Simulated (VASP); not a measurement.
# NiGe3 (Fm-3m) in VASP: single point with PBE

Aim: the single point of NiGe3 with PBE.

Everything below comes from runs of VASP 6.6.1. Logs are shortened: lines on timing, memory, paths and dates and some standing lists are left out, and cuts for length are marked.

### Step 1. The cell of the first run

Symmetry: Fm-3m, No. 225, cubic system. Conventional cell: a = 6.415 Å, b = 6.415 Å, c = 6.415 Å, α = 90.00°, β = 90.00°, γ = 90.00°. Ge (site symmetry -43m) has 10 Ge at 2.78 to 3.21 Å and 4 Ni at 2.78 Å within 3.7 Å. Ge (site symmetry m-3m) has 8 Ge at 2.78 Å and 6 Ni at 3.21 Å within 3.7 Å. Within 3.7 Å of Ni (site symmetry m-3m) lie 14 Ge at 2.78 to 3.21 Å.

### Step 2. Single point, PBE, collinear spin, ferromagnetic start

The input, INCAR:

```
SYSTEM = NiGe3
PREC     = Accurate       ! precision mode
ENCUT    = 520            ! plane-wave cutoff, eV
EDIFF    = 1E-6           ! SCF threshold, eV
ISMEAR   = 0              ! smearing method
SIGMA    = 0.1            ! smearing width, eV
LREAL    = .FALSE.        ! projectors in reciprocal space
LASPH    = .TRUE.         ! aspherical terms in the spheres
NELM     = 150            ! most SCF steps
ALGO     = Normal         ! electronic algorithm
ISIF     = 2              ! what is computed and relaxed
LWAVE    = .FALSE.        ! write WAVECAR
LCHARG   = .FALSE.        ! write CHGCAR
ISPIN    = 2              ! spin polarisation
MAGMOM   = 0 0 0 2.5      ! initial moments
LORBIT   = 11             ! projections on sites
LMAXMIX  = 4              ! l up to which the mixer works
GGA      = PE             ! functional
NBANDS   = 38             ! bands
```

The input, KPOINTS:

```
regular mesh
0
G
  12 12 12
  0 0 0
```

The input, POSCAR:

```
NiGe3
1.0
    0.0000000000      3.2075084407      3.2075084407
    3.2075084407      0.0000000000      3.2075084407
    3.2075084407      3.2075084407      0.0000000000
Ge Ni
3 1
Direct
    0.2500000000      0.2500000000      0.2500000000
    0.7500000000      0.7500000000      0.7500000000
    0.5000000000      0.5000000000      0.5000000000
    0.0000000000      0.0000000000      0.0000000000
```

Potentials or basis: VASP PAW PBE potentials, release 64 (Ge_d, Ni).

Run with:

```console
cat potpaw_PBE.64/Ge_d/POTCAR potpaw_PBE.64/Ni/POTCAR > POTCAR
mpirun -np 1 vasp_std > vasp.out
```

OUTCAR:

```text
SYSTEM = NiGe3
   PREC = Accurate
   ENCUT = 520
   EDIFF = 1E-6
   ISMEAR = 0
   LREAL = .FALSE.
   LASPH = .TRUE.
   NELM = 150
   ISIF = 2
   ISPIN = 2
   LORBIT = 11
   GGA = PE

 ion  position               nearest neighbor table
   1  0.250  0.250  0.250-   4 2.78   4 2.78   4 2.78   3 2.78   4 2.78   3 2.78   3 2.78   3 2.78

   2  0.750  0.750  0.750-   3 2.78   3 2.78   3 2.78   3 2.78   4 2.78   4 2.78   4 2.78   4 2.78

   3  0.500  0.500  0.500-   1 2.78   1 2.78   1 2.78   1 2.78   2 2.78   2 2.78   2 2.78   2 2.78

   4  0.000  0.000  0.000-   2 2.78   2 2.78   2 2.78   1 2.78   2 2.78   1 2.78   1 2.78   1 2.78

  LATTYP: Found a face centered cubic cell.
 ALAT       =     6.4150168814

  Lattice vectors:

 A1 = (   0.0000000000,   3.2075084407,   3.2075084407)
 A2 = (   3.2075084407,   0.0000000000,   3.2075084407)
 A3 = (   3.2075084407,   3.2075084407,   0.0000000000)

Analysis of symmetry for initial positions (statically):
=====================================================================
 Subroutine PRICEL returns:
 Original cell was already a primitive cell.

 Routine SETGRP: Setting up the symmetry group for a
 face centered cubic supercell.

 Subroutine GETGRP returns: Found 48 space group operations
 (whereof 48 operations were pure point group operations)
 out of a pool of 48 trial point group operations.

The static configuration has the point symmetry O_h .

Analysis of symmetry for dynamics (positions and initial velocities):
=====================================================================
 Subroutine PRICEL returns:
 Original cell was already a primitive cell.

 Routine SETGRP: Setting up the symmetry group for a
 face centered cubic supercell.

 Subroutine GETGRP returns: Found 48 space group operations
 (whereof 48 operations were pure point group operations)
 out of a pool of 48 trial point group operations.

The dynamic configuration has the point symmetry O_h .

Analysis of structural, dynamic, and magnetic symmetry:
=====================================================================
 Subroutine PRICEL returns:
 Original cell was already a primitive cell.

 Routine SETGRP: Setting up the symmetry group for a
 face centered cubic supercell.

 Subroutine GETGRP returns: Found 48 space group operations
 (whereof 48 operations were pure point group operations)
 out of a pool of 48 trial point group operations.

The overall configuration has the point symmetry O_h .

 Subroutine INISYM returns: Found 48 space group operations
 (whereof 48 operations are pure point group operations),
[... 130 lines left out ...]
   LRPA    =     F    only Hartree local field effects (RPA)
 spin polarized calculation
 Gauss-broadening in eV      SIGMA  =   0.10
  energy-cutoff  :      520.00
  volume of cell :       66.00
 maximum number of plane-waves:      1812
 NGX is ok and might be reduce to    36
   NGX = 17   NGY = 17   NGZ = 17

 number of electron      52.0000042 magnetization       0.0033248

 number of electron      52.0000042 magnetization      -0.0006868

 Free energy of the ion-electron system (eV)
  ---------------------------------------------------
  ext. energy  EPLUGINS =         0.00000000
  ---------------------------------------------------
  free energy    TOTEN  =       -17.89275879 eV

  energy without entropy =      -17.88130172  energy(sigma->0) =      -17.88703025

 E-fermi :   7.5113     XC(G=0): -11.7462

 val. band max:        7.5053973323   @ k =   0.5000   0.2500   0.0000
 cond. band min:       7.5171820641   @ k =   0.5000   0.1667   0.0000
 fundamental gap:      0.0117847319
 Fermi energy:         7.5113014745

 spin component 1

 k-point     1 :       0.0000    0.0000    0.0000
  band No.  band energies     occupation
      1     -17.3616      1.00000
      2     -17.3616      1.00000
      3     -17.3616      1.00000
      4     -17.3455      1.00000
      5     -17.3455      1.00000
      6     -17.1979      1.00000
[... 973 lines left out ...]
     37      20.4210      0.00000
     38      20.8427      0.00000

 [... further k-points ...]

 spin component 2

 k-point     1 :       0.0000    0.0000    0.0000
  band No.  band energies     occupation
      1     -17.3616      1.00000
      2     -17.3616      1.00000
      3     -17.3616      1.00000
      4     -17.3455      1.00000
      5     -17.3455      1.00000
      6     -17.1979      1.00000
[... 973 lines left out ...]
     37      20.4210      0.00000
     38      20.8427      0.00000

 [... further k-points ...]

------------------------ aborting loop because EDIFF is reached ----------------------------------------

  FORCE on cell =-STRESS in cart. coord.  units (eV):
  Direction    XX          YY          ZZ          XY          YZ          ZX
  --------------------------------------------------------------------------------------
  -------------------------------------------------------------------------------------
  Total        0.0390832      0.0390832      0.0390832      0.0000000      0.0000000      0.0000000
  in kB        0.9487849      0.9487849      0.9487849      0.0000000      0.0000000      0.0000000
  external PRESSURE =       0.9487849 kB  Pullay stress =       0.0000000 kB

 VOLUME and BASIS-vectors are now :
 -----------------------------------------------------------------------------
  energy-cutoff  :      520.00
  volume of cell :       66.00
      direct lattice vectors                 reciprocal lattice vectors
     0.000000000  3.207508441  3.207508441    -0.155884235  0.155884235  0.155884235
     3.207508441  0.000000000  3.207508441     0.155884235 -0.155884235  0.155884235
     3.207508441  3.207508441  0.000000000     0.155884235  0.155884235 -0.155884235

 POSITION                                       TOTAL-FORCE (eV/Angst)
 -----------------------------------------------------------------------------------
      1.60375      1.60375      1.60375         0.000000      0.000000     -0.000000
      4.81126      4.81126      4.81126        -0.000000     -0.000000     -0.000000
      3.20751      3.20751      3.20751        -0.000000     -0.000000      0.000000
      0.00000      0.00000      0.00000        -0.000000     -0.000000     -0.000000
 -----------------------------------------------------------------------------------
    total drift:                                0.000000      0.000000      0.000000

  FREE ENERGIE OF THE ION-ELECTRON SYSTEM (eV)
  ---------------------------------------------------
  free  energy   TOTEN  =       -17.8927587854 eV

  energy  without entropy=      -17.8813017245  energy(sigma->0) =      -17.88703025

 total charge

# of ion       s       p       d       tot
------------------------------------------
    1        1.254   0.935  10.038  12.227
    2        1.254   0.935  10.038  12.227
    3        1.275   0.926  10.047  12.249
    4        0.369   0.279   8.414   9.062
--------------------------------------------------
tot          4.153   3.075  38.537  45.765

 magnetization (x)

# of ion       s       p       d       tot
------------------------------------------
    1       -0.000   0.000   0.000   0.000
    2       -0.000   0.000   0.000   0.000
    3       -0.000  -0.000   0.000  -0.000
    4       -0.000  -0.000  -0.000  -0.000
--------------------------------------------------
tot         -0.000  -0.000  -0.000  -0.000
```

OSZICAR:

```text
N       E                     dE             d eps       ncg     rms          rms(c)
DAV:   1     0.440078350930E+03    0.44008E+03   -0.22960E+04 14048   0.372E+03
DAV:   2     0.608530391489E+02   -0.37923E+03   -0.36090E+03 10944   0.748E+02
DAV:   3    -0.151505269882E+02   -0.76004E+02   -0.74165E+02 11728   0.188E+02
DAV:   4    -0.190650735256E+02   -0.39145E+01   -0.38955E+01 12590   0.492E+01
DAV:   5    -0.191472388618E+02   -0.82165E-01   -0.82154E-01 12706   0.760E+00    0.166E+01
DAV:   6    -0.333699897051E+02   -0.14223E+02   -0.74746E+01 14274   0.868E+01    0.414E+01
DAV:   7    -0.204952413240E+02    0.12875E+02   -0.17246E+01 12186   0.462E+01    0.144E+01
DAV:   8    -0.178975972787E+02    0.25976E+01   -0.40569E+00 13214   0.248E+01    0.480E+00
DAV:   9    -0.178811407127E+02    0.16457E-01   -0.85405E-01 14700   0.647E+00    0.121E+00
DAV:  10    -0.178985925470E+02   -0.17452E-01   -0.13681E-01 15244   0.246E+00    0.970E-01
DAV:  11    -0.178920422612E+02    0.65503E-02   -0.23631E-02 12924   0.164E+00    0.453E-01
DAV:  12    -0.178923955671E+02   -0.35331E-03   -0.27406E-03 14164   0.471E-01    0.214E-01
DAV:  13    -0.178927641442E+02   -0.36858E-03   -0.14825E-03 14052   0.358E-01    0.738E-02
DAV:  14    -0.178927540790E+02    0.10065E-04   -0.22467E-04 12454   0.134E-01    0.417E-02
DAV:  15    -0.178927596957E+02   -0.56167E-05   -0.20437E-05 11462   0.656E-02    0.222E-02
DAV:  16    -0.178927589564E+02    0.73930E-06   -0.17021E-05  9944   0.389E-02    0.439E-03
DAV:  17    -0.178927587854E+02    0.17105E-06   -0.14279E-06  7298   0.161E-02
   1 F= -.17892759E+02 E0= -.17887030E+02  d E =-.114571E-01  mag=    -0.0000
```

Run time: 7.2 min. Hardware: 1 thread of Intel Xeon Platinum 8259CL at 2.50GHz (Skylake/Cascade Lake), shared host; peak memory 0.42 GiB.

What came out:

```
Free energy                                           : -17.8928 eV
Pressure                                              : 0.1 GPa
Band gap on the k mesh                                : zero (filled and empty bands overlap)
Net moment                                            : 0.00 μB per cell
Valence electrons inside the program's atomic spheres : Ge 12.23, 12.25 (each value once); Ni 9.06
```

Levels at points of the mesh, in eV from the Fermi level:
Spin up:
```csv
k point,band 22,band 23,band 24,band 25,band 26,band 27,band 28,band 29,band 30,band 31
"(0.00, 0.00, 0.00)",-1.57,-1.57,-1.26,-1.26,-1.26,0.61,0.61,0.61,2.00,2.00
"(0.50, 0.00, 0.00)",-1.57,-1.57,-1.33,-1.33,-0.26,-0.26,-0.22,3.41,4.48,5.56
"(0.50, 0.50, 0.00)",-1.61,-1.61,-1.41,-1.12,-0.75,4.13,4.19,4.19,5.31,5.31
```
Spin down:
| k point | band 24 | band 25 | band 26 | band 27 | band 28 | band 29 |
| --- | --- | --- | --- | --- | --- | --- |
| (0.00, 0.00, 0.00) | -1.26 | -1.26 | -1.26 | 0.61 | 0.61 | 0.61 |
| (0.50, 0.00, 0.00) | -1.33 | -1.33 | -0.26 | -0.26 | -0.22 | 3.41 |
| (0.50, 0.50, 0.00) | -1.41 | -1.12 | -0.75 | 4.13 | 4.19 | 4.19 |
